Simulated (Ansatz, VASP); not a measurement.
Two plane-wave programs on Ga2O3

The input INCAR:

```
ALGO = Normal
EDIFF = 1E-6
ENCUT = 600
GGA = PS
GGA_COMPAT = F
ISIF = 2
ISMEAR = 0
LASPH = T
LCHARG = F
LREAL = F
LWAVE = F
NBANDS = 55
NELM = 120
PREC = Accurate
SIGMA = 0.05
```

File KPOINTS:

```
k-points
0
Gamma
  8 6 8
```

File POSCAR:

```
Ga2O3
1.0
    0.0000000000      3.0371000000      0.0000000000
   -1.3859888959      0.0000000000      5.6300087380
    6.1070000000     -1.5185500000      0.0000000000
Ga O
4 6
Direct
    0.0905000000      0.7946000000      0.1810000000
    0.9095000000      0.2054000000      0.8190000000
    0.6586600000      0.3140200000      0.3173200000
    0.3413400000      0.6859800000      0.6826800000
    0.1645000000      0.1098000000      0.3290000000
    0.8355000000      0.8902000000      0.6710000000
    0.1733000000      0.5632000000      0.3466000000
    0.8267000000      0.4368000000      0.6534000000
    0.4959000000      0.2566000000      0.9918000000
    0.5041000000      0.7434000000      0.0082000000
```

Input for Ansatz:

```yaml
crystal:
  lattice:
    - [0.0, 3.0371, 0.0]
    - [-1.3859888959, 0.0, 5.630008738]
    - [6.107, -1.51855, 0.0]
  atoms:
    - { symbol: Ga, position: [0.0905, 0.7946, 0.181] }
    - { symbol: Ga, position: [0.9095, 0.2054, 0.819] }
    - { symbol: Ga, position: [0.65866, 0.31402, 0.31732] }
    - { symbol: Ga, position: [0.34134, 0.68598, 0.68268] }
    - { symbol: O, position: [0.1645, 0.1098, 0.329] }
    - { symbol: O, position: [0.8355, 0.8902, 0.671] }
    - { symbol: O, position: [0.1733, 0.5632, 0.3466] }
    - { symbol: O, position: [0.8267, 0.4368, 0.6534] }
    - { symbol: O, position: [0.4959, 0.2566, 0.9918] }
    - { symbol: O, position: [0.5041, 0.7434, 0.0082] }
basis:
  ecutwfc: 420
  fft_grid_basis: typed
kpoints:
  mp_grid: { grid: [8, 6, 8] }
hamiltonian:
  xc: pbesol
scf:
  occupations: { method: gaussian, width: 0.05 }
output:
  forces: true
  stress: true
  eigenvalues: true
  bader: true
  write_density: true
  volumetric_format: npy
```

Alike in both runs: task single point; functional PBEsol; k mesh 8 × 6 × 8; occupations gaussian, width 0.05 eV; no spin polarisation.

|  | VASP | Ansatz |
| --- | --- | --- |
| version | VASP 6.6.1 | Ansatz 0.2.0 |
| potentials or method | VASP PAW PBE potentials, release 64 (Ga_d, O), cutoff 600 eV | scalar-relativistic, plane waves, PAW |
| valence electrons in the cell | 88 | 88 |

Ansatz gave:

```
gap on the k mesh at the Fermi level (eV)                     : 2.34
pressure (GPa)                                                : 2.5
traceless stress, the component that is largest in VASP (GPa) : 0.37
rms of the force components (eV/Å)                            : 0.051
```

Task: Which values does VASP return?

Result: gap on the k mesh at the Fermi level (eV): 2.34; pressure (GPa): 2.5; traceless stress, the component that is largest in VASP (GPa): 0.46; rms of the force components (eV/Å): 0.050.

VASP's potentials were made for PBE, not for PBEsol. Atom by atom the forces differ by 0.010 eV/Å (rms over components). The functional is the same, so the differences come from potentials, cutoffs and numerics.
